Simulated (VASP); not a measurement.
The system is HfO2.

```xyz
3
Lattice="0.0000 2.5488 2.5488 2.5488 0.0000 2.5488 2.5488 2.5488 0.0000" Properties=species:S:1:pos:R:3 pbc="T T T"
Hf    0.0000    0.0000    0.0000
O     1.2744    1.2744    1.2744
O     3.8232    3.8232    3.8232
```

* Program: VASP 6.6.1
* Task: relaxation of cell and atoms
* Functional: PBEsol
* Potentials or basis: VASP PAW PBE potentials, release 64 (Hf_pv, O)
* Cutoff: 600 eV
* k mesh: 8 × 8 × 8
* Occupations: fermi-dirac, width 0.02 eV
* Spin: no spin polarisation

At the start: pressure -11.5 GPa; volume 11.04 Å³/atom.

Problem. Where does the relaxation end?

Solution. Over 4 steps the energy falls by 19.0 meV/atom and the volume is 10.53 Å³/atom (-4.6 %); space group Fm-3m (No. 225, to 0.05 Å).

Step by step:
```csv
step,energy change (eV),largest force (eV/Å),pressure (GPa),volume (Å³)
1,0.0000,0.0000,-11.53,33.12
2,0.0832,0.0000,22.27,29.45
3,-0.0569,0.0000,-0.24,31.63
4,-0.0570,0.0000,0.01,31.60
```

Final structure:
```cif
data_structure
_symmetry_space_group_name_H-M 'P 1'
_symmetry_Int_Tables_number 1
_cell_length_a 3.5486
_cell_length_b 3.5486
_cell_length_c 3.5486
_cell_angle_alpha 60.000
_cell_angle_beta 60.000
_cell_angle_gamma 60.000
_cell_volume 31.60
loop_
_atom_site_label
_atom_site_type_symbol
_atom_site_fract_x
_atom_site_fract_y
_atom_site_fract_z
_atom_site_occupancy
Hf1 Hf 0.00000 0.00000 0.00000 1
O1 O 0.25000 0.25000 0.25000 1
O2 O 0.75000 0.75000 0.75000 1
```

Caveat: the PAW data sets were made with another functional, which shifts forces and pressure a little.
